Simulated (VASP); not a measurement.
Input of a VASP 6.6.1 run:

Contents of INCAR:

```
ALGO = Normal
EDIFF = 1E-6
ENCUT = 520
GGA = PE
ISIF = 2
ISMEAR = -1
LASPH = True
LCHARG = False
LREAL = False
LWAVE = False
NBANDS = 25
NELM = 100
PREC = Accurate
SIGMA = 0.05
```

Contents of KPOINTS:

```
k-points
0
Gamma
  10 10 6
```

Contents of POSCAR:

```
CuO
1.0
    0.0000000000     -2.1580717154     -2.1580717154
   -2.1580717154      0.0000000000     -2.1580717154
    2.1580717154      2.1580717154     -4.3161434309
Cu O
2 2
Direct
    0.5038875400      0.4769880100      0.4880064000
    0.0038875400      0.9769880100      0.9880064000
    0.7461124600      0.7730119900      0.7619936000
    0.2461124600      0.2730119900      0.2619936000
```

Potentials or basis: VASP PAW PBE potentials, release 64 (Cu, O).

The run is started by

```console
$ cat potpaw_PBE.64/Cu/POTCAR potpaw_PBE.64/O/POTCAR > POTCAR
$ mpirun -np 1 vasp_std > vasp.out
```

Q: Predict the largest force.

A: 0.943 eV/Å.

Q: Predict the band gap on the k mesh.

A: Zero (bands 17 and 18 overlap by 1.05 eV).

Forces on the atoms (eV/Å):
```
Cu  -0.170  0.241 -0.896
Cu  -0.170  0.241 -0.896
O    0.170 -0.241  0.896
O    0.170 -0.241  0.896
```

Caveat: semilocal functionals often make such compounds metallic where correlation or magnetic order opens a gap, which also shifts bond lengths. With open d or f shells a metallic result of PBE can be an artefact of self-interaction; +U or a hybrid may open a gap.
